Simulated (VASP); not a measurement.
Runs of VASP 6.6.1 on KMgF3. The structure is that of space group Pm-3m (No. 221), or close to it. The cells are those of the table. 

```tsv
level	cell	k mesh	cutoff (eV)	smearing	grid for exact exchange (PRECFOCK)	share of exact exchange	screening parameter	gap on the mesh (eV)	pressure (GPa)
r2SCAN	a = 3.980, b = 3.980, c = 4.055 Å, 5 atoms	6 × 6 × 6	660	gaussian 0.01 eV	-	-	-	(a)	-2.1
r2SCAN	a = 4.169 Å, 5 atoms	6 × 6 × 6	660	gaussian 0.01 eV	-	-	-	7.27	-8.7
r2SCAN	a = 3.980 Å, 5 atoms	6 × 6 × 6	660	gaussian 0.01 eV	-	-	-	8.29	-0.8
PBE	a = 3.980, b = 3.980, c = 4.055 Å, 5 atoms	6 × 6 × 6	600	fermi-dirac 0.02 eV	-	-	-	7.19	2.1
PBE	a = 4.169 Å, 5 atoms	6 × 6 × 6	600	fermi-dirac 0.02 eV	-	-	-	6.36	-5.1
HSE06	a = 3.980 Å, 5 atoms	4 × 4 × 4	520	gaussian 0.01 eV	Normal	0.25	0.2079 1/Å	9.57	1.3
PBE	a = 3.980 Å, 5 atoms	6 × 6 × 6	600	fermi-dirac 0.02 eV	-	-	-	(b)	3.6
```

Alike in all rows: task single point; potentials or basis VASP PAW PBE potentials, release 64 (K_sv, Mg, F); no spin polarisation.

Task: Fill in the values left out.

Result: (a) 8.13; (b) 7.34.

Caveats: the PAW data sets were made with another functional, which shifts forces and pressure a little (at least some runs); the cell stands under tension (at least some runs); the cell stands under pressure (at least some runs).

A k mesh can miss the band edges.
